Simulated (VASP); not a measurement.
# P (Fm-3m) in VASP: a series of runs

Runs on P. Level: r2SCAN. Tasks: single point, relaxation of cell and atoms.

Everything below comes from runs of VASP 6.6.1. Logs are shortened: lines on timing, memory, paths and dates and some standing lists are left out, and cuts for length are marked.

## Step 1: The cell of the first run

Symmetry: Fm-3m, No. 225, cubic system. The conventional cell has a = 3.888 Å, b = 3.888 Å, c = 3.888 Å, α = 90.00°, β = 90.00°, γ = 90.00°. Within 3.6 Å of P (site symmetry m-3m) lie 12 P at 2.75 Å.

This isn't the form of P at room conditions, which is orthorhombic.

## Step 2: Single point, r2SCAN

Contents of POSCAR:

```
P
1.0
    0.0000000000      1.9438700192      1.9438700192
    1.9438700192      0.0000000000      1.9438700192
    1.9438700192      1.9438700192      0.0000000000
P
1
Direct
    0.0000000000      0.0000000000      0.0000000000
```

Contents of INCAR.step1:

```
SYSTEM = P
ALGO     = Normal         ! electronic algorithm
EDIFF    = 1E-5           ! SCF threshold, eV
ENCUT    = 550            ! plane-wave cutoff, eV
GGA      = PE             ! functional
GGA_COMPAT= .FALSE.      
ISMEAR   = 0              ! smearing method
LASPH    = .TRUE.         ! aspherical terms in the spheres
LCHARG   = .FALSE.        ! write CHGCAR
LREAL    = .FALSE.        ! projectors in reciprocal space
LWAVE    = .TRUE.         ! write WAVECAR
NBANDS   = 8              ! bands
NELM     = 120            ! most SCF steps
PREC     = Accurate       ! precision mode
SIGMA    = 0.05           ! smearing width, eV
```

Contents of INCAR.step2:

```
SYSTEM = P
ALGO     = Normal         ! electronic algorithm
EDIFF    = 1E-6           ! SCF threshold, eV
ENCUT    = 550            ! plane-wave cutoff, eV
GGA_COMPAT= .FALSE.      
ISIF     = 2              ! what is computed and relaxed
ISMEAR   = 0              ! smearing method
ISTART   = 1            
LASPH    = .TRUE.         ! aspherical terms in the spheres
LCHARG   = .FALSE.        ! write CHGCAR
LMIXTAU  = .TRUE.       
LREAL    = .FALSE.        ! projectors in reciprocal space
LWAVE    = .FALSE.        ! write WAVECAR
METAGGA  = R2SCAN         ! meta-GGA
NBANDS   = 8              ! bands
NELM     = 120            ! most SCF steps
PREC     = Accurate       ! precision mode
SIGMA    = 0.05           ! smearing width, eV
```

Contents of KPOINTS:

```
k-points
0
G
  19 19 19
  0 0 0
```

Potentials or basis: VASP PAW PBE potentials, release 64 (P).

The run is started by

```bash
$ cat potpaw_PBE.64/P/POTCAR > POTCAR
$ cp INCAR.step1 INCAR
$ mpirun -np 1 vasp_std > vasp.out
$ cp INCAR.step2 INCAR
$ mpirun -np 1 vasp_std > vasp.out
```

OUTCAR:

```text
SYSTEM = P
   EDIFF = 1E-6
   ENCUT = 550
   ISIF = 2
   ISMEAR = 0
   ISTART = 1
   LASPH = .TRUE.
   LREAL = .FALSE.
   METAGGA = R2SCAN
   NELM = 120
   PREC = Accurate

 ion  position               nearest neighbor table
   1  0.000  0.000  0.000-

  LATTYP: Found a face centered cubic cell.
 ALAT       =     3.8877400384

  Lattice vectors:

 A1 = (   0.0000000000,   1.9438700192,   1.9438700192)
 A2 = (   1.9438700192,   0.0000000000,   1.9438700192)
 A3 = (   1.9438700192,   1.9438700192,   0.0000000000)

Analysis of symmetry for initial positions (statically):
=====================================================================
 Subroutine PRICEL returns:
 Original cell was already a primitive cell.

 Routine SETGRP: Setting up the symmetry group for a
 face centered cubic supercell.

 Subroutine GETGRP returns: Found 48 space group operations
 (whereof 48 operations were pure point group operations)
 out of a pool of 48 trial point group operations.

The static configuration has the point symmetry O_h .

Analysis of symmetry for dynamics (positions and initial velocities):
=====================================================================
 Subroutine PRICEL returns:
 Original cell was already a primitive cell.

 Routine SETGRP: Setting up the symmetry group for a
 face centered cubic supercell.

 Subroutine GETGRP returns: Found 48 space group operations
 (whereof 48 operations were pure point group operations)
 out of a pool of 48 trial point group operations.

The dynamic configuration has the point symmetry O_h .

 Subroutine INISYM returns: Found 48 space group operations
 (whereof 48 operations are pure point group operations),
 and found     1 'primitive' translations

----------------------------------------------------------------------------------------

                                     Primitive cell

  volume of cell :      14.6903

  direct lattice vectors                    reciprocal lattice vectors
     0.000000000  1.943870019  1.943870019    -0.257218844  0.257218844  0.257218844
     1.943870019  0.000000000  1.943870019     0.257218844 -0.257218844  0.257218844
     1.943870019  1.943870019  0.000000000     0.257218844  0.257218844 -0.257218844

  length of vectors
     2.749047345  2.749047345  2.749047345     0.445516107  0.445516107  0.445516107

  position of ions in fractional coordinates (direct lattice)
     0.000000000  0.000000000  0.000000000

  ion indices of the primitive-cell ions
   primitive index   ion index
                 1           1

----------------------------------------------------------------------------------------

 KPOINTS: k-points

Automatic generation of k-mesh.
 Grid dimensions read from file:
 generate k-points for:   19   19   19

 Generating k-lattice:

  Cartesian coordinates                     Fractional coordinates (reciprocal lattice)
    -0.013537834  0.013537834  0.013537834     0.052631579  0.000000000  0.000000000
     0.013537834 -0.013537834  0.013537834     0.000000000  0.052631579  0.000000000
     0.013537834  0.013537834 -0.013537834     0.000000000  0.000000000  0.052631579

  Length of vectors
     0.023448216  0.023448216  0.023448216

  Shift w.r.t. Gamma in fractional coordinates (k-lattice)
     0.000000000  0.000000000  0.000000000

 Subroutine IBZKPT returns following result:
 ===========================================

 Found    220 irreducible k-points:

 Following reciprocal coordinates:
            Coordinates               Weight
  0.000000  0.000000  0.000000      1.000000
  0.052632  0.000000  0.000000      8.000000
  0.105263  0.000000  0.000000      8.000000
  0.157895  0.000000  0.000000      8.000000
  0.210526  0.000000  0.000000      8.000000
  0.263158  0.000000  0.000000      8.000000
[... 16 lines left out ...]
 -0.315789  0.052632  0.000000     24.000000
 -0.263158  0.052632  0.000000     24.000000
 [... further k-points ...]
   k-points           NKPTS =    220   k-points in BZ     NKDIM =    220   number of bands    NBANDS=      8
   number of dos      NEDOS =    301   number of ions     NIONS =      1
   total plane-waves  NPLWV =  13824
   dimension x,y,z NGX =    24 NGY =   24 NGZ =   24
   dimension x,y,z NGXF=    48 NGYF=   48 NGZF=   48
   ions per type =               1
   NGX,Y,Z   is equivalent  to a cutoff of  14.51, 14.51, 14.51 a.u.
   NGXF,Y,Z  is equivalent  to a cutoff of  29.03, 29.03, 29.03 a.u.
 SYSTEM =  P
   PREC   = accura    normal or accurate (medium, high low for compatibility)
   ISTART =      1    job   : 0-new  1-cont  2-samecut
   ICHARG =      0    charge: 1-file 2-atom 10-const
   ISPIN  =      1    spin polarized calculation?
   LNONCOLLINEAR =      F non collinear calculations
   LSORBIT =      F    spin-orbit coupling
   LASPH  =      T    aspherical Exc in radial PAW
   ENCUT  =  550.0 eV  40.42 Ry    6.36 a.u.   5.26  5.26  5.26*2*pi/ulx,y,z
   NELM   =    120;   NELMIN=  2; NELMDL=  0     # of ELM steps
   EDIFF  = 0.1E-05   stopping-criterion for ELM
   LREAL  =      F    real-space projection
[... 7 lines left out ...]
   TEBEG  =    0.0;   TEEND  =   0.0 temperature during run
   PSTRESS=    0.0 pullay stress
   NELECT =       5.0000    total number of electrons
   NUPDOWN=      -1.0000    fix difference up-down
   EMIN   =  10.00;   EMAX   =-10.00  energy-range for DOS
   EFERMI =   0.00;   METHOD = LEGACY
   ISMEAR =     0;   SIGMA  =   0.05  broadening in eV -4-tet -1-fermi 0-gaus
   EFERMI_NEDOS =   21; number of points for ismear=-14 and -15
   IALGO  =     38    algorithm
   IMIX   =      4    mixing-type and parameters
     AMIX     =   0.40;   BMIX     =  1.00
     AMIX_MAG =   1.60;   BMIX_MAG =  1.00
  volume/ion in A,a.u.               =      14.69        99.14
  Fermi-wavevector in a.u.,A,eV,Ry     =   1.143021  2.159997 17.775977  1.306497
  Thomas-Fermi vector in A             =   2.279718
   LORBIT       =      0    0 simple, 1 ext, 2 COOP (PROOUT), +10 PAW based schemes
   METAGGA = R2SCAN    functional components
   LHFCALC =     F    Hartree Fock is set to
   AEXX    =    0.0000 exact exchange contribution
   IVDW    =     0    specifies the selected vdW correction
   LEPSILON=     F    determine dielectric tensor
   LRPA    =     F    only Hartree local field effects (RPA)
 non-spin polarized calculation
 Gauss-broadening in eV      SIGMA  =   0.05
  energy-cutoff  :      550.00
  volume of cell :       14.69
 maximum number of plane-waves:       444
 NGX is ok and might be reduce to    24
   NGX = 11   NGY = 11   NGZ = 11

 number of electron       5.0000000 magnetization

 Free energy of the ion-electron system (eV)
  ---------------------------------------------------
  ext. energy  EPLUGINS =         0.00000000
  ---------------------------------------------------
  free energy    TOTEN  =        -7.85718694 eV

  energy without entropy =       -7.85670499  energy(sigma->0) =       -7.85694596

 E-fermi :   9.6186     XC(G=0): -12.1603

 val. band max:        9.6004969162   @ k =  -0.3158   0.4211   0.1053
 cond. band min:       9.6198347269   @ k =  -0.4737   0.4737   0.0526
 fundamental gap:      0.0193378108
 Fermi energy:         9.6185752934

 k-point     1 :       0.0000    0.0000    0.0000
  band No.  band energies     occupation
      1      -7.5182      2.00000
      2      16.7693      0.00000
      3      16.7693      0.00000
      4      16.7693      0.00000
      5      21.7020      0.00000
      6      21.7020      0.00000
      7      21.7020      0.00000
      8      28.2535      0.00000

 k-point     2 :       0.0526    0.0000    0.0000
  band No.  band energies     occupation
      1      -7.4368      2.00000
      2      16.0709      0.00000
      3      16.6440      0.00000
      4      16.6440      0.00000
      5      21.7845      0.00000
      6      21.9115      0.00000
      7      21.9115      0.00000
      8      27.9435      0.00000

 k-point     3 :       0.1053    0.0000    0.0000
  band No.  band energies     occupation
      1      -7.1928      2.00000
      2      14.4296      0.00000
      3      16.3332      0.00000
      4      16.3332      0.00000
      5      21.8250      0.00000
      6      22.4298      0.00000
      7      22.4298      0.00000
      8      27.2675      0.00000

 k-point     4 :       0.1579    0.0000    0.0000
  band No.  band energies     occupation
      1      -6.7873      2.00000
      2      12.4190      0.00000
      3      15.9527      0.00000
      4      15.9527      0.00000
      5      21.7178      0.00000
      6      22.9438      0.00000
      7      22.9438      0.00000
      8      26.7405      0.00000

 k-point     5 :       0.2105    0.0000    0.0000
  band No.  band energies     occupation
      1      -6.2224      2.00000
      2      10.3135      0.00000
      3      15.5837      0.00000
      4      15.5837      0.00000
      5      21.5371      0.00000
      6      22.9909      0.00000
      7      22.9909      0.00000
      8      26.9240      0.00000
[... 177 lines left out ...]
 k-point    22 :      -0.3684    0.0526    0.0000
  band No.  band energies     occupation
      1      -3.2043      2.00000
      2       3.8657      2.00000
      3      13.8672      0.00000
      4      14.9783      0.00000
      5      21.1727      0.00000
      6      21.1813      0.00000
      7      21.5468      0.00000
      8      28.2786      0.00000

 k-point    23 :      -0.3158    0.0526    0.0000
  band No.  band energies     occupation
      1      -4.2420      2.00000
      2       5.6688      2.00000
      3      13.9240      0.00000
      4      15.2864      0.00000
      5      21.5347      0.00000
      6      21.5457      0.00000
      7      21.8717      0.00000
      8      28.7538      0.00000

 k-point    24 :      -0.2632    0.0526    0.0000
  band No.  band energies     occupation
      1      -5.1570      2.00000
      2       7.6185      2.00000
      3      14.0833      0.00000
      4      15.6282      0.00000
      5      21.6631      0.00000
      6      22.0404      0.00000
      7      22.5620      0.00000
      8      27.2686      0.00000

 [... further k-points ...]

------------------------ aborting loop because EDIFF is reached ----------------------------------------

  FORCE on cell =-STRESS in cart. coord.  units (eV):
  Direction    XX          YY          ZZ          XY          YZ          ZX
  --------------------------------------------------------------------------------------
  -------------------------------------------------------------------------------------
  Total       -0.0055650     -0.0055650     -0.0055650     -0.0000000     -0.0000000      0.0000000
  in kB       -0.6069348     -0.6069348     -0.6069348     -0.0000000     -0.0000000      0.0000000
  external PRESSURE =      -0.6069348 kB  Pullay stress =       0.0000000 kB

 VOLUME and BASIS-vectors are now :
 -----------------------------------------------------------------------------
  energy-cutoff  :      550.00
  volume of cell :       14.69
      direct lattice vectors                 reciprocal lattice vectors
     0.000000000  1.943870019  1.943870019    -0.257218844  0.257218844  0.257218844
     1.943870019  0.000000000  1.943870019     0.257218844 -0.257218844  0.257218844
     1.943870019  1.943870019  0.000000000     0.257218844  0.257218844 -0.257218844

 POSITION                                       TOTAL-FORCE (eV/Angst)
 -----------------------------------------------------------------------------------
      0.00000      0.00000      0.00000         0.000000      0.000000     -0.000000
 -----------------------------------------------------------------------------------
    total drift:                                0.000000     -0.000000     -0.000000

  FREE ENERGIE OF THE ION-ELECTRON SYSTEM (eV)
  ---------------------------------------------------
  free  energy   TOTEN  =        -7.8571869370 eV

  energy  without entropy=       -7.8567049916  energy(sigma->0) =       -7.85694596
```

Wall time 2.3 min (1 thread of AMD EPYC 7R43 (Zen 3), shared host); peak memory 0.12 GiB.

What came out:

| Item | Value |
| --- | --- |
| Free energy | -7.8572 eV |
| Pressure | -0.1 GPa |
| Band gap on the k mesh | zero (an odd number of electrons rules out a gap without spin polarisation) |

Levels at points of the mesh, in eV from the Fermi level:
```tsv
k point	band 1	band 2	band 3	band 4	band 5	band 6
(0.00, 0.00, 0.00)	-17.14	7.15	7.15	7.15	12.08	12.08
```

Caveat: the PAW data sets were made with another functional, which shifts forces and pressure a little.

## Step 3: Relaxation of cell and atoms, r2SCAN

This run uses another cell than the first one, of 14.60 Å³/atom.

Contents of POSCAR:

```
P
1.0
    0.0000000000      1.9400000000      1.9400000000
    1.9400000000      0.0000000000      1.9400000000
    1.9400000000      1.9400000000      0.0000000000
P
1
Direct
    0.0000000000      0.0000000000      0.0000000000
```

Contents of INCAR.step1:

```
SYSTEM = P
PREC = Accurate
ENCUT = 550
ISMEAR = 0
SIGMA = 0.05
LREAL = .FALSE.
LASPH = .TRUE.
NELM = 120
GGA = PE
ALGO = Normal
EDIFF = 1E-5
LWAVE = .TRUE.
LCHARG = .FALSE.
GGA_COMPAT = .FALSE.
IBRION = 2
ISIF = 3
EDIFFG = -0.005
NELMIN = 4
NSW = 100
```

Contents of INCAR.step2:

```
SYSTEM = P
PREC = Accurate
ENCUT = 550
EDIFF = 1E-7
ISMEAR = 0
SIGMA = 0.05
LREAL = .FALSE.
LASPH = .TRUE.
NELM = 120
ALGO = Normal
ISIF = 3
LWAVE = .FALSE.
LCHARG = .FALSE.
METAGGA = R2SCAN
LMIXTAU = .TRUE.
IBRION = 2
NSW = 80
EDIFFG = -0.01
ISTART = 1
GGA_COMPAT = .FALSE.
NELMIN = 4
```

Contents of KPOINTS:

```
regular mesh
0
G
  19 19 19
  0 0 0
```

Potentials or basis: VASP PAW PBE potentials, release 64 (P).

The run is started by

```bash
$ cat potpaw_PBE.64/P/POTCAR > POTCAR
$ cp INCAR.step1 INCAR
$ mpirun -np 1 vasp_std > vasp.out
$ cp INCAR.step2 INCAR
$ mpirun -np 1 vasp_std > vasp.out
```

It took 4 min on 1 thread of AMD EPYC 7R43 (Zen 3), shared host; peak memory 0.11 GiB.

The run converged. Its results:

* Free energy: -7.8572 eV
* Relaxed volume: 14.68 Å³/atom
* Relaxed cell: a = 2.748 Å, b = 2.748 Å, c = 2.748 Å, α = 60.00°, β = 60.00°, γ = 60.00°
* Space group after relaxing (to 0.1 Å): Fm-3m (No. 225)
* Energy gained by relaxing: 0.1 meV/atom
* Ionic steps: 3
* Pressure after relaxing: 0.0 GPa
* Band gap on the k mesh: zero (an odd number of electrons rules out a gap without spin polarisation)

The path:
```
step  energy change (eV)  largest force (eV/Å)  pressure (GPa)  volume (Å³)
   1              0.0000                0.0000            0.51        14.60
   2             -0.0001                0.0000           -0.13        14.70
   3             -0.0001                0.0000            0.00        14.68
```

Final structure:
```
CELL_PARAMETERS angstrom
0.00000 1.94345 1.94345
1.94345 0.00000 1.94345
1.94345 1.94345 0.00000
ATOMIC_POSITIONS crystal
P 0.00000 0.00000 0.00000
```

Levels at points of the mesh, in eV from the Fermi level:
```csv
k point,band 1,band 2,band 3,band 4,band 5,band 6
"(0.00, 0.00, 0.00)",-17.14,7.16,7.16,7.16,12.08,12.08
```

Caveat: the PAW data sets were made with another functional, which shifts forces and pressure a little.

(Part 1 of 3 ends here.)
